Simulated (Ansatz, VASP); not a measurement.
## WC in VASP and in Ansatz

File INCAR:

```
ALGO = Normal ; EDIFF = 1E-6
ENCUT = 520 ; GGA = PE
ISIF = 2 ; ISMEAR = -1
LASPH = True ; LCHARG = True
LELF = True ; LREAL = False
LVHAR = True ; LWAVE = False
NBANDS = 16 ; NELM = 60
PREC = Accurate ; SIGMA = 0.1
```

The input KPOINTS:

```
k-points
0
Gamma
  8 8 7
```

Contents of POSCAR:

```
WC
1.0
    2.8130359178      0.0002795326      0.0397934556
   -1.4062783596      2.5857360187     -0.0574139898
    0.0388350583     -0.0422792987      2.9494278372
W C
1 1
Direct
    0.0075700000      0.0135300000      0.0003800000
    0.6785300000      0.3358700000      0.4501900000
```

Input for Ansatz:

```yaml
crystal:
  lattice:
    - [2.813035917796551, 0.00027953255338783353, 0.039793455635853736]
    - [-1.4062783595668, 2.585736018670329, -0.057413989804765385]
    - [0.03883505830995259, -0.042279298699909824, 2.949427837238857]
  atoms:
    - { symbol: W, position: [0.00757, 0.01353, 0.00038] }
    - { symbol: C, position: [0.67853, 0.33587, 0.45019] }
basis:
  ecutwfc: 540.0
  xc_grid: 2
kpoints:
  mp_grid:
    grid: [8, 8, 7]
hamiltonian:
  xc: pbe
scf:
  convergence:
    dr2_threshold: 1.0e-09
  occupations:
    method: fermi_dirac
    width: 0.1
output:
  forces: true
  stress: true
```

Alike in both runs: task single point; functional PBE; k mesh 8 × 8 × 7; occupations fermi-dirac, width 0.1 eV; no spin polarisation.

|  | VASP | Ansatz |
| --- | --- | --- |
| version | VASP 6.6.1 | Ansatz 0.2.0 |
| potentials or method | VASP PAW PBE potentials, release 64 (W_sv, C), cutoff 520 eV | plane waves, PAW |
| valence electrons in the cell | 18 | 18 |

```tsv
	VASP	Ansatz	Ansatz less VASP
pressure (GPa)	-0.3	-1.4	-1.02
traceless stress, the component that is largest in VASP (GPa)	26.82	26.77	-0.051
rms of the force components (eV/Å)	1.238	1.227	-0.0117
```

Atom by atom the forces differ by 0.012 eV/Å (rms over components). The functional is the same, so the differences come from potentials, cutoffs and numerics. Ansatz's warnings: stress scf threshold loose.

Neither program's run includes spin-orbit coupling.
